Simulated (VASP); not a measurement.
A run of VASP 6.6.1 is set up as follows.

The input INCAR:

```
SYSTEM = Ge
PREC = Accurate
ENCUT = 520
EDIFF = 1E-7
ISMEAR = 0
SIGMA = 0.15
LREAL = .False.
LASPH = .True.
NELM = 80
ALGO = Normal
ISIF = 2
LWAVE = .False.
LCHARG = .True.
GGA = PS
LELF = .True.
LVHAR = .True.
NBANDS = 13
```

Contents of KPOINTS:

```
regular mesh
0
Gamma
  20 20 18
  0 0 0
```

POSCAR

```
Ge
1.0
    1.5368639000     -2.8605676000      0.0000000000
    1.5368639000      2.8605676000      0.0000000000
    0.0000000000      0.0000000000      2.6982310000
Ge
1
Direct
    0.5000000000      0.5000000000      0.0000000000
```

Potentials or basis: VASP PAW PBE potentials, release 64 (Ge_d).

Launch:

```sh
$ cat potpaw_PBE.64/Ge_d/POTCAR > POTCAR
$ mpirun -np 1 vasp_std > vasp.out
```

**Question.** What does it give for the pressure?

**Answer.** -10.2 GPa.

**Question.** Predict the band gap on the k mesh.

**Answer.** Zero (band 7 reaches 9.25 eV, above the bottom of band 8 at 1.88 eV).

Stress tensor (GPa, compression positive):
```
-12.48   0.00   0.00
  0.00 -12.70   0.00
  0.00   0.00  -5.40
```

Caveat: the cell differs from its parent crystal (strain +0.1000 x Voigt [1, 1, 0, 0, 0, 0]); the PAW data sets were made with another functional, which shifts forces and pressure a little.
